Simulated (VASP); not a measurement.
A run of VASP 6.6.1 is set up as follows.

The input INCAR:

```
SYSTEM = LiH
PREC = Accurate
ENCUT = 520
EDIFF = 1E-7
ISMEAR = 0
SIGMA = 0.05
LREAL = .FALSE.
LASPH = .TRUE.
NELM = 80
ALGO = Normal
ISIF = 2
LWAVE = .FALSE.
LCHARG = .FALSE.
GGA = PE
NBANDS = 9
```

Contents of KPOINTS:

```
regular mesh
0
G
  10 10 10
  0 0 0
```

The input POSCAR:

```
LiH
1.0
    0.0000000000      1.9512000000      2.0325000000
    1.9512000000      0.0000000000      2.0325000000
    1.9512000000      1.9512000000      0.0000000000
Li H
1 1
Direct
    0.0000000000      0.0000000000      0.0000000000
    0.5000000000      0.5000000000      0.5000000000
```

Potentials or basis: VASP PAW PBE potentials, release 64 (Li_sv, H).

Run with:

```sh
$ cat potpaw_PBE.64/Li_sv/POTCAR potpaw_PBE.64/H/POTCAR > POTCAR
$ mpirun -np 1 vasp_std > vasp.out
```

**Question.** Estimate the band gap on the k mesh.

**Answer.** 2.48 eV, indirect (least direct gap 2.80 eV).

Caveat: the cell differs from its parent crystal (strain -0.040 along x and y, +0.000 along z). A k mesh can miss the band edges.
